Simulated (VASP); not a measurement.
# TiSi16 (a cell with a defect) in VASP: notebook

The runs below take TiSi16 (a cell with a defect) through single point, relaxation of the atoms, with PBEsol.

Everything below comes from runs of VASP 6.6.1. Logs are shortened: lines on timing, memory, paths and dates and some standing lists are left out, and cuts for length are marked.

## (1) The cell of the first run

The cell holds a defect, 17 atoms: a = 7.679 Å, b = 7.679 Å, c = 7.679 Å, α = 60.00°, β = 60.00°, γ = 60.00°.

## (2) Single point, PBEsol

File INCAR:

```
SYSTEM = TiSi16
PREC = Accurate ; ENCUT = 520
EDIFF = 1E-7 ; ISMEAR = 0
SIGMA = 0.05 ; LREAL = Auto
LASPH = .TRUE. ; NELM = 80
ALGO = Normal ; ISIF = 2
LWAVE = .FALSE. ; LCHARG = .FALSE.
GGA = PS ; NBANDS = 52
```

File KPOINTS:

```
Automatic mesh
0
G
  2 2 2
  0 0 0
```

File POSCAR:

```
TiSi16
1.0
    0.0000000000      5.4300000000      5.4300000000
    5.4300000000      0.0000000000      5.4300000000
    5.4300000000      5.4300000000      0.0000000000
Si Ti
16 1
Direct
    0.0041361519     -0.0122044872      0.0040176831
    0.1283966080      0.1219863830      0.1276310534
   -0.0042895074      0.0015076243      0.5012485689
    0.1283180835      0.1218548611      0.6218909126
    0.0041424482      0.5040456203      0.0040128136
    0.1250892943      0.6249506876      0.1250081885
    0.0040823128      0.5040502037      0.4878170643
    0.1283272676      0.6279092805      0.6218999543
    0.5019226256      0.0015583753     -0.0050715329
    0.6221720356      0.1221166140      0.1276640480
    0.5018701688      0.0015444446      0.5012540702
    0.6253921756      0.1249798158      0.6246109444
    0.4879424477      0.5040444748      0.0039572000
    0.6221892141      0.6280123255      0.1276651081
    0.5018761743      0.4952941418      0.5012535873
    0.6220100836      0.6279816213      0.6219906486
    0.8752353158      0.3749655137      0.8748152877
```

Potentials or basis: VASP PAW PBE potentials, release 64 (Si, Ti_sv).

Run with:

```bash
cat potpaw_PBE.64/Si/POTCAR potpaw_PBE.64/Ti_sv/POTCAR > POTCAR
mpirun -np 1 vasp_std > vasp.out
```

OUTCAR:

```text
SYSTEM = TiSi16
   PREC = Accurate
   ENCUT = 520
   EDIFF = 1E-7
   ISMEAR = 0
   LREAL = Auto
   LASPH = .TRUE.
   NELM = 80
   ISIF = 2
   GGA = PS

 ion  position               nearest neighbor table
   1  0.004  0.988  0.004-   6 2.28  10 2.40   2 2.40   4 2.40  17 2.43
   2  0.128  0.122  0.128-   9 2.34   3 2.34   5 2.40   1 2.40  17 2.75
   3  0.996  0.002  0.501-  12 2.32   4 2.34   8 2.34   2 2.34
   4  0.128  0.122  0.622-  11 2.34   3 2.34   1 2.40   7 2.40  17 2.75
   5  0.004  0.504  0.004-   6 2.28  14 2.40   2 2.40   8 2.40  17 2.43
   6  0.125  0.625  0.125-   7 2.27   1 2.28   5 2.28  13 2.28
   7  0.004  0.504  0.488-   6 2.27  16 2.40   8 2.40   4 2.40  17 2.43
   8  0.128  0.628  0.622-  15 2.34   3 2.34   5 2.40   7 2.40  17 2.75
   9  0.502  0.002  0.995-  12 2.32   2 2.34  10 2.34  14 2.34
  10  0.622  0.122  0.128-   9 2.34  11 2.34  13 2.40   1 2.40  17 2.75
  11  0.502  0.002  0.501-  12 2.32   4 2.34  16 2.34  10 2.34
  12  0.625  0.125  0.625-  11 2.32  15 2.32   9 2.32   3 2.32
  13  0.488  0.504  0.004-   6 2.28  14 2.40  10 2.40  16 2.40  17 2.43
  14  0.622  0.628  0.128-   9 2.34  15 2.34  13 2.40   5 2.40  17 2.75
  15  0.502  0.495  0.501-  12 2.32   8 2.34  16 2.34  14 2.34
  16  0.622  0.628  0.622-  15 2.34  11 2.34  13 2.40   7 2.40  17 2.75
  17  0.875  0.375  0.875-   7 2.43   1 2.43   5 2.43  13 2.43  14 2.75  10 2.75   2 2.75   4 2.75
                             8 2.75  16 2.75

  LATTYP: Found a face centered cubic cell.
 ALAT       =    10.8600000000

  Lattice vectors:

 A1 = (   0.0000000000,   5.4300000000,   5.4300000000)
 A2 = (   5.4300000000,   0.0000000000,   5.4300000000)
 A3 = (   5.4300000000,   5.4300000000,   0.0000000000)

Analysis of symmetry for initial positions (statically):
=====================================================================
 Subroutine PRICEL returns:
 Original cell was already a primitive cell.

 Routine SETGRP: Setting up the symmetry group for a
 face centered cubic supercell.

 Subroutine GETGRP returns: Found  1 space group operations
 (whereof  1 operations were pure point group operations)
 out of a pool of 48 trial point group operations.

The static configuration has the point symmetry C_1 .

Analysis of symmetry for dynamics (positions and initial velocities):
=====================================================================
 Subroutine PRICEL returns:
 Original cell was already a primitive cell.

 Routine SETGRP: Setting up the symmetry group for a
 face centered cubic supercell.

 Subroutine GETGRP returns: Found  1 space group operations
 (whereof  1 operations were pure point group operations)
 out of a pool of 48 trial point group operations.

The dynamic configuration has the point symmetry C_1 .

 Subroutine INISYM returns: Found  1 space group operations
 (whereof  1 operations are pure point group operations),
 and found     1 'primitive' translations

----------------------------------------------------------------------------------------

                                     Primitive cell

  volume of cell :     320.2060

  direct lattice vectors                    reciprocal lattice vectors
     0.000000000  5.430000000  5.430000000    -0.092081031  0.092081031  0.092081031
     5.430000000  0.000000000  5.430000000     0.092081031 -0.092081031  0.092081031
     5.430000000  5.430000000  0.000000000     0.092081031  0.092081031 -0.092081031

  length of vectors
     7.679179644  7.679179644  7.679179644     0.159489025  0.159489025  0.159489025

  position of ions in fractional coordinates (direct lattice)
     0.004136152  0.987795513  0.004017683
     0.128396608  0.121986383  0.127631053
     0.995710493  0.001507624  0.501248569
     0.128318083  0.121854861  0.621890913
     0.004142448  0.504045620  0.004012814
     0.125089294  0.624950688  0.125008188
[... 9 lines left out ...]
     0.622010084  0.627981621  0.621990649
     0.875235316  0.374965514  0.874815288

  ion indices of the primitive-cell ions
   primitive index   ion index
                 1           1
                 2           2
                 3           3
                 4           4
                 5           5
                 6           6
[... 9 lines left out ...]
                16          16
                17          17

----------------------------------------------------------------------------------------

 KPOINTS: Automatic mesh

Automatic generation of k-mesh.
 Grid dimensions read from file:
 generate k-points for:    2    2    2

 Generating k-lattice:

  Cartesian coordinates                     Fractional coordinates (reciprocal lattice)
    -0.046040516  0.046040516  0.046040516     0.500000000  0.000000000  0.000000000
     0.046040516 -0.046040516  0.046040516     0.000000000  0.500000000  0.000000000
     0.046040516  0.046040516 -0.046040516     0.000000000  0.000000000  0.500000000

  Length of vectors
     0.079744512  0.079744512  0.079744512

  Shift w.r.t. Gamma in fractional coordinates (k-lattice)
     0.000000000  0.000000000  0.000000000

 Subroutine IBZKPT returns following result:
 ===========================================

 Found      8 irreducible k-points:

 Following reciprocal coordinates:
            Coordinates               Weight
  0.000000  0.000000  0.000000      1.000000
  0.500000  0.000000  0.000000      1.000000
  0.000000  0.500000  0.000000      1.000000
  0.000000  0.000000  0.500000      1.000000
  0.500000  0.500000  0.500000      1.000000
  0.500000  0.500000  0.000000      1.000000
  0.000000  0.500000  0.500000      1.000000
  0.500000  0.000000  0.500000      1.000000
   k-points           NKPTS =      8   k-points in BZ     NKDIM =      8   number of bands    NBANDS=     52
   number of dos      NEDOS =    301   number of ions     NIONS =     17
   total plane-waves  NPLWV = 216000
   dimension x,y,z NGX =    60 NGY =   60 NGZ =   60
   dimension x,y,z NGXF=   120 NGYF=  120 NGZF=  120
   ions per type =              16   1
   NGX,Y,Z   is equivalent  to a cutoff of  12.99, 12.99, 12.99 a.u.
   NGXF,Y,Z  is equivalent  to a cutoff of  25.98, 25.98, 25.98 a.u.
 SYSTEM =  TiSi16
   PREC   = accura    normal or accurate (medium, high low for compatibility)
   ISTART =      0    job   : 0-new  1-cont  2-samecut
   ICHARG =      2    charge: 1-file 2-atom 10-const
   ISPIN  =      1    spin polarized calculation?
   LNONCOLLINEAR =      F non collinear calculations
   LSORBIT =      F    spin-orbit coupling
   LASPH  =      T    aspherical Exc in radial PAW
   ENCUT  =  520.0 eV  38.22 Ry    6.18 a.u.  14.28 14.28 14.28*2*pi/ulx,y,z
   NELM   =     80;   NELMIN=  2; NELMDL= -5     # of ELM steps
   EDIFF  = 0.1E-06   stopping-criterion for ELM
   LREAL  =      T    real-space projection
   EDIFFG = 0.1E-05   stopping-criterion for IOM
   NSW    =      0    number of steps for IOM
   IBRION =     -1    ionic relax: 0-MD 1-quasi-New 2-CG
   NFREE  =      0    steps in history (QN), initial steepest desc. (CG)
   ISIF   =      2    stress and relaxation
   ISYM   =      2    0-nonsym 1-usesym 2-fastsym
   POTIM  = 0.5000    time-step for ionic-motion
   TEBEG  =    0.0;   TEEND  =   0.0 temperature during run
   PSTRESS=    0.0 pullay stress
   NELECT =      76.0000    total number of electrons
   NUPDOWN=      -1.0000    fix difference up-down
   EMIN   =  10.00;   EMAX   =-10.00  energy-range for DOS
   EFERMI =   0.00;   METHOD = LEGACY
   ISMEAR =     0;   SIGMA  =   0.05  broadening in eV -4-tet -1-fermi 0-gaus
   EFERMI_NEDOS =   21; number of points for ismear=-14 and -15
   IALGO  =     38    algorithm
   IMIX   =      4    mixing-type and parameters
     AMIX     =   0.40;   BMIX     =  1.00
     AMIX_MAG =   1.60;   BMIX_MAG =  1.00
  volume/ion in A,a.u.               =      18.84       127.11
  Fermi-wavevector in a.u.,A,eV,Ry     =   1.013607  1.915439 13.978610  1.027399
  Thomas-Fermi vector in A             =   2.146786
   LORBIT       =      0    0 simple, 1 ext, 2 COOP (PROOUT), +10 PAW based schemes
   GGA     = PS    functional components
   LHFCALC =     F    Hartree Fock is set to
   AEXX    =    0.0000 exact exchange contribution
   IVDW    =     0    specifies the selected vdW correction
   LEPSILON=     F    determine dielectric tensor
   LRPA    =     F    only Hartree local field effects (RPA)
 non-spin polarized calculation
 Gauss-broadening in eV      SIGMA  =   0.05
  energy-cutoff  :      520.00
  volume of cell :      320.21
 maximum number of plane-waves:      8646
 NGX is ok and might be reduce to    60
   NGX = 29   NGY = 29   NGZ = 29

 number of electron      75.9999998 magnetization

 Free energy of the ion-electron system (eV)
  ---------------------------------------------------
  ext. energy  EPLUGINS =         0.00000000
  ---------------------------------------------------
  free energy    TOTEN  =       -98.32612348 eV

  energy without entropy =      -98.30380309  energy(sigma->0) =      -98.31496329

 E-fermi :   6.8190     XC(G=0):  -9.8814

 val. band max:        6.7746466314   @ k =   0.5000   0.0000   0.5000
 cond. band min:       6.8522533419   @ k =   0.0000   0.0000   0.5000
 fundamental gap:      0.0776067105
 Fermi energy:         6.8190099433

 k-point     1 :       0.0000    0.0000    0.0000
  band No.  band energies     occupation
      1     -49.7293      2.00000
      2     -26.2063      2.00000
      3     -26.2061      2.00000
      4     -26.2058      2.00000
      5      -5.7883      2.00000
      6      -3.5620      2.00000
[... 42 lines left out ...]
     49       8.0805      0.00000
     50       8.3855      0.00000

 k-point     2 :       0.5000    0.0000    0.0000
  band No.  band energies     occupation
      1     -49.7293      2.00000
      2     -26.2063      2.00000
      3     -26.2061      2.00000
      4     -26.2058      2.00000
      5      -5.0783      2.00000
      6      -4.8651      2.00000
[... 310 lines left out ...]
 k-point     8 :       0.5000    0.0000    0.5000
  band No.  band energies     occupation
      1     -49.7293      2.00000
      2     -26.2063      2.00000
      3     -26.2061      2.00000
      4     -26.2058      2.00000
      5      -4.7549      2.00000
      6      -4.6686      2.00000
[... 42 lines left out ...]
     49       9.7653      0.00000
     50      10.4177      0.00000
 [bands above 50 left out]

------------------------ aborting loop because EDIFF is reached ----------------------------------------

  FORCE on cell =-STRESS in cart. coord.  units (eV):
  Direction    XX          YY          ZZ          XY          YZ          ZX
  --------------------------------------------------------------------------------------
  -------------------------------------------------------------------------------------
  Total        4.0891406      4.0796318      4.0881836     -0.0162760      0.0176983     -0.0064445
  in kB       20.4603541     20.4127757     20.4555656     -0.0814382      0.0885549     -0.0322458
  external PRESSURE =      20.4428984 kB  Pullay stress =       0.0000000 kB

 VOLUME and BASIS-vectors are now :
 -----------------------------------------------------------------------------
  energy-cutoff  :      520.00
  volume of cell :      320.21
      direct lattice vectors                 reciprocal lattice vectors
     0.000000000  5.430000000  5.430000000    -0.092081031  0.092081031  0.092081031
     5.430000000  0.000000000  5.430000000     0.092081031 -0.092081031  0.092081031
     5.430000000  5.430000000  0.000000000     0.092081031  0.092081031 -0.092081031

 POSITION                                       TOTAL-FORCE (eV/Angst)
 -----------------------------------------------------------------------------------
      5.38555      0.04428      5.38619         0.013802     -0.019869      0.026187
      1.35542      1.39023      1.35958         0.002597     -0.003551     -0.002949
      2.72997      8.12849      5.41489        -0.008087      0.009128      0.008226
      4.03854      4.07363      1.35844         0.008512     -0.002326     -0.000090
      2.75876      0.04428      2.75946        -0.026433     -0.019491     -0.014112
      4.07228      1.35803      4.07272         0.001055     -0.000618     -0.001041
[... 9 lines left out ...]
      6.78735      6.75492      6.78745        -0.002841      0.002288      0.003152
      6.78631      9.50277      6.78859         0.004162      0.000238     -0.003448
 -----------------------------------------------------------------------------------
    total drift:                                0.005504     -0.001027     -0.003766

  FREE ENERGIE OF THE ION-ELECTRON SYSTEM (eV)
  ---------------------------------------------------
  free  energy   TOTEN  =       -98.3261234804 eV

  energy  without entropy=      -98.3038030925  energy(sigma->0) =      -98.31496329
```

Wall time 3.1 min (1 thread of AMD EPYC 9R45 (Zen 5), shared host); peak memory 0.46 GiB.

Results:

```yaml
Free_energy: -98.3261 eV
Pressure: 2.0 GPa
Largest_force: 0.037 eV/Å
Band_gap_on_the_k_mesh: zero (bands 38 and 39 overlap by 0.41 eV)
```

Forces on the atoms (eV/Å):
```
Si   0.014 -0.020  0.026
Si   0.003 -0.004 -0.003
Si  -0.008  0.009  0.008
Si   0.009 -0.002  0.000
Si  -0.026 -0.019 -0.014
Si   0.001 -0.001 -0.001
Si   0.017  0.024 -0.017
Si   0.000 -0.003 -0.008
Si   0.007  0.004 -0.007
Si   0.000  0.003 -0.003
Si  -0.005 -0.007 -0.008
Si   0.001  0.000 -0.001
Si  -0.024  0.017  0.023
Si   0.004  0.003  0.000
Si   0.008 -0.007  0.005
Si  -0.003  0.002  0.003
Ti   0.004  0.000 -0.003
```

Levels at points of the mesh, in eV from the Fermi level:
| k point | band 33 | band 34 | band 35 | band 36 | band 37 | band 38 | band 39 | band 40 | band 41 | band 42 |
| --- | --- | --- | --- | --- | --- | --- | --- | --- | --- | --- |
| (0.00, 0.00, 0.00) | -1.66 | -0.94 | -0.94 | -0.94 | -0.38 | -0.38 | -0.38 | -0.13 | -0.13 | 0.22 |
| (0.50, 0.00, 0.00) | -1.93 | -1.93 | -1.30 | -1.30 | -0.27 | 0.03 | 0.04 | 0.44 | 0.44 | 0.79 |
| (0.00, 0.50, 0.00) | -1.93 | -1.93 | -1.30 | -1.29 | -0.27 | 0.03 | 0.04 | 0.44 | 0.44 | 0.79 |
| (0.00, 0.00, 0.50) | -1.93 | -1.93 | -1.30 | -1.29 | -0.27 | 0.03 | 0.03 | 0.44 | 0.44 | 0.79 |
| (0.50, 0.50, 0.50) | -1.93 | -1.93 | -1.30 | -1.29 | -0.27 | 0.03 | 0.04 | 0.44 | 0.44 | 0.79 |
| (0.50, 0.50, 0.00) | -2.40 | -1.94 | -1.94 | -1.82 | -0.71 | -0.04 | 0.59 | 0.59 | 1.09 | 1.32 |
| (0.00, 0.50, 0.50) | -2.40 | -1.94 | -1.94 | -1.82 | -0.71 | -0.04 | 0.59 | 0.59 | 1.09 | 1.32 |
| (0.50, 0.00, 0.50) | -2.40 | -1.94 | -1.94 | -1.82 | -0.71 | -0.04 | 0.59 | 0.59 | 1.09 | 1.32 |

Caveat: the k points lie up to 0.50 Å⁻¹ apart; the PAW data sets were made with another functional, which shifts forces and pressure a little.

## (3) Single point, PBEsol

File INCAR:

```
PREC = Accurate
ENCUT = 520
EDIFF = 1E-6
ISMEAR = 0
SIGMA = 0.05
LREAL = Auto
LASPH = True
NELM = 80
ALGO = Normal
ISIF = 2
LWAVE = False
LCHARG = False
GGA = PS
NBANDS = 52
```

File KPOINTS:

```
regular mesh
0
Gamma
  2 2 2
```

File POSCAR:

```
TiSi16
1.0
    0.0000000000      5.4300000000      5.4300000000
    5.4300000000      0.0000000000      5.4300000000
    5.4300000000      5.4300000000      0.0000000000
Si Ti
16 1
Direct
   -0.0000611606     -0.0004946003      0.0001676388
    0.1234006900      0.1230647016      0.1235690515
    0.0029359169      0.0027277158      0.4970742409
    0.1234187409      0.1230993425      0.6297459712
    0.0030432877      0.4965451547      0.0030777009
    0.1235077010      0.6290748066      0.1236424396
    0.0030890593      0.4965893620      0.4971900207
    0.1369454112      0.6207930029      0.6211000272
    0.4968906508      0.0027944928      0.0030372152
    0.6295165310      0.1231422305      0.1235962005
    0.4969145970      0.0028603448      0.4971137207
    0.6210030077      0.1366644092      0.6211187512
    0.4970479229      0.4966463957      0.0031488336
    0.6210339750      0.6208421662      0.1369808944
    0.5000707229      0.4997872449      0.5000867291
    0.6210449616      0.6208859830      0.6210925477
    0.7500218547      0.7496894771      0.7501138870
```

Potentials or basis: VASP PAW PBE potentials, release 64 (Si, Ti_sv).

Run with:

```bash
cat potpaw_PBE.64/Si/POTCAR potpaw_PBE.64/Ti_sv/POTCAR > POTCAR
mpirun -np 1 vasp_std > vasp.out
```

Run time: 2.9 min. Hardware: 1 thread of AMD EPYC 9R45 (Zen 5), shared host; peak memory 0.45 GiB.

The run converged. Its results:

```yaml
Free_energy: -98.3256 eV
Pressure: 2.1 GPa
Largest_force: 0.008 eV/Å
Band_gap_on_the_k_mesh: zero (bands 38 and 39 overlap by 0.41 eV)
```

Forces in eV/Å, atoms in the order of the input:
```
Si   0.001  0.000  0.001
Si  -0.001 -0.002 -0.001
Si  -0.001  0.001 -0.001
Si   0.002  0.001 -0.001
Si   0.001 -0.003  0.000
Si   0.001 -0.001  0.002
Si   0.004 -0.001  0.000
Si  -0.004  0.002 -0.002
Si  -0.003  0.002 -0.001
Si  -0.001  0.002  0.002
Si  -0.002  0.003 -0.002
Si   0.001 -0.003  0.000
Si   0.000 -0.001  0.004
Si  -0.002  0.001 -0.005
Si   0.001 -0.001  0.001
Si  -0.002  0.001 -0.004
Ti   0.004 -0.001  0.007
```

Levels at points of the mesh, in eV from the Fermi level:
```
           k point  band 34  band 35  band 36  band 37  band 38  band 39  band 40  band 41
(0.00, 0.00, 0.00)    -0.95    -0.95    -0.95    -0.38    -0.38    -0.38    -0.13    -0.13
(0.50, 0.00, 0.00)    -1.93    -1.30    -1.30    -0.27     0.03     0.03     0.44     0.44
(0.00, 0.50, 0.00)    -1.93    -1.30    -1.30    -0.27     0.03     0.04     0.44     0.44
(0.00, 0.00, 0.50)    -1.93    -1.30    -1.30    -0.27     0.03     0.03     0.44     0.44
(0.50, 0.50, 0.50)    -1.93    -1.30    -1.30    -0.27     0.03     0.03     0.44     0.44
(0.50, 0.50, 0.00)    -1.94    -1.94    -1.82    -0.71    -0.04     0.59     0.59     1.09
(0.00, 0.50, 0.50)    -1.94    -1.94    -1.82    -0.71    -0.04     0.59     0.59     1.09
(0.50, 0.00, 0.50)    -1.94    -1.94    -1.82    -0.71    -0.04     0.59     0.59     1.09
```

Caveat: the k points lie up to 0.50 Å⁻¹ apart; the PAW data sets were made with another functional, which shifts forces and pressure a little.

(Continued in part 2 of 2.)
